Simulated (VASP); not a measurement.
Set up this calculation in VASP 6.6.1, as the native input.

```yaml
Task: single point
Functional: LDA
Potentials_or_basis: VASP PAW LDA potentials, release 64 (Mg, Sn_d)
Cutoff: 600 eV
k_mesh: 12 × 12 × 12
Occupations: fermi-dirac, width 0.1 eV
Spin: no spin polarisation
Dipole_correction: no
Further_INCAR_settings: ALGO = Normal; EDIFF = 1e-06; NBANDS = 16
```

The structure of Mg2Sn lies in POSCAR:

```
Mg2Sn
1.0
    0.0000000000      3.1643759644      3.1643759644
    3.1643759644      0.0000000000      3.1643759644
    3.1643759644      3.1643759644      0.0000000000
Mg Sn
2 1
Direct
    0.2500000000      0.2500000000      0.2500000000
    0.7500000000      0.7500000000      0.7500000000
    0.0000000000      0.0000000000      0.0000000000
```

The input as run:

INCAR

```
SYSTEM = Mg2Sn
ALGO = Normal
EDIFF = 1E-6
ENCUT = 600
GGA_COMPAT = .False.
ISIF = 2
ISMEAR = -1
LASPH = .True.
LCHARG = .False.
LREAL = .False.
LWAVE = .False.
NBANDS = 16
NELM = 120
PREC = Accurate
SIGMA = 0.1
```

KPOINTS

```
k-points
0
Gamma
  12 12 12
  0 0 0
```

Potentials or basis: VASP PAW LDA potentials, release 64 (Mg, Sn_d).

Run with:

```sh
$ cat potpaw_LDA.64/Mg/POTCAR potpaw_LDA.64/Sn_d/POTCAR > POTCAR
$ mpirun -np 1 vasp_std > vasp.out
```

Results of the run:

The pressure is 9.7 GPa. The band gap on the k mesh is zero (bands 9 and 10 overlap by 0.06 eV).

Caveat: the cell stands under pressure; spin-orbit coupling is left out, which moves the levels of the heavy elements.

It took 80 s on 1 thread of Oxide Virtual Turin-like Processor (shared host), peak memory 0.2 GiB.
